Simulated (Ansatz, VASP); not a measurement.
**One calculation of NbVS3, two programs**

INCAR

```
SYSTEM = NbVS3
PREC = Accurate
ENCUT = 600
EDIFF = 1E-6
ISMEAR = 0
SIGMA = 0.1
LREAL = .FALSE.
LASPH = .TRUE.
NELM = 150
ALGO = Normal
ISIF = 3
LWAVE = .FALSE.
LCHARG = .FALSE.
ISPIN = 2
MAGMOM = 0 2 0 0 0
LORBIT = 11
LMAXMIX = 4
GGA = PE
IBRION = 2
NSW = 90
EDIFFG = -0.04
```

KPOINTS

```
Automatic mesh
0
G
  4 4 4
  0 0 0
```

The input POSCAR:

```
NbVS3
1.0
    4.5667035300      0.0000000000      0.0000000000
    0.0000000000      4.5667035300      0.0000000000
    0.0000000000      0.0000000000      4.5672980100
Nb V S
1 1 3
Direct
    0.0000000000      0.0000000000      0.4866651000
    0.5000000000      0.5000000000      0.9920643000
    0.5000000000      0.0000000000      0.4863043100
    0.0000000000      0.0000000000      0.9866249600
    0.0000000000      0.5000000000      0.4863043100
```

Input for Ansatz:

```yaml
crystal:
  lattice:
    - [4.56670353, 0.0, 0.0]
    - [0.0, 4.56670353, 0.0]
    - [0.0, 0.0, 4.56729801]
  atoms:
    - { symbol: Nb, position: [0.0, 0.0, 0.4866651] }
    - { symbol: V, position: [0.5, 0.5, 0.9920643], spin: 2.0 }
    - { symbol: S, position: [0.5, 0.0, 0.48630431] }
    - { symbol: S, position: [0.0, 0.0, 0.98662496] }
    - { symbol: S, position: [0.0, 0.5, 0.48630431] }
basis:
  ecutwfc: 420
kpoints:
  mp_grid: { grid: [4, 4, 4] }
hamiltonian:
  xc: pbe
scf:
  occupations: { method: gaussian, width: 0.1 }
  lower_state_search: "off"
output:
  forces: true
  stress: true
  eigenvalues: true
  populations: true
magnetization:
  spin_polarized: true
relax:
  adjacent_minimum: "off"
  f_tol: 0.04
  max_steps: 70
  cell: { stress_tol: 0.4 }
```

Change from the starting cell: species swapped into the KAgCl3 type (P4mm, No. 99).

Alike in both runs: task relaxation of cell and atoms; functional PBE; k mesh 4 × 4 × 4; occupations gaussian, width 0.1 eV; collinear spin.

|  | VASP | Ansatz |
| --- | --- | --- |
| version | VASP 6.6.1 | Ansatz 0.2.0 |
| potentials or method | VASP PAW PBE potentials, release 64 (Nb_sv, V_sv, S), cutoff 600 eV | scalar-relativistic, plane waves, PAW |
| valence electrons in the cell | 44 | 44 |

Ansatz gave:

| Item | Value |
| --- | --- |
| gap on the k mesh at the Fermi level, each at its own relaxed structure (eV) | none |
| net moment per atom (μB) | 0.51 |
| size of the moment on the site where the two differ most (μB) | 2.21 |
| relaxed volume (Å³/atom) | 22.91 |
| relaxed length of the cell vector where the two differ most in proportion (Å) | 4.784 |

Which values does VASP return?

gap on the k mesh at the Fermi level, each at its own relaxed structure (eV): none; net moment per atom (μB): 0.53; size of the moment on the site where the two differ most (μB): 2.30; relaxed volume (Å³/atom): 25.75; relaxed length of the cell vector where the two differ most in proportion (Å): 5.897.

Site moments also hang on the region over which each program counts them. A gap of «none» marks a metal or a gap that the smearing closes. One of these differences is far larger than is usual between the two programs; its cause wasn't traced.

Noted on VASP's run: the volume moved by over 15 % at a fixed basis, so the end points are rough.
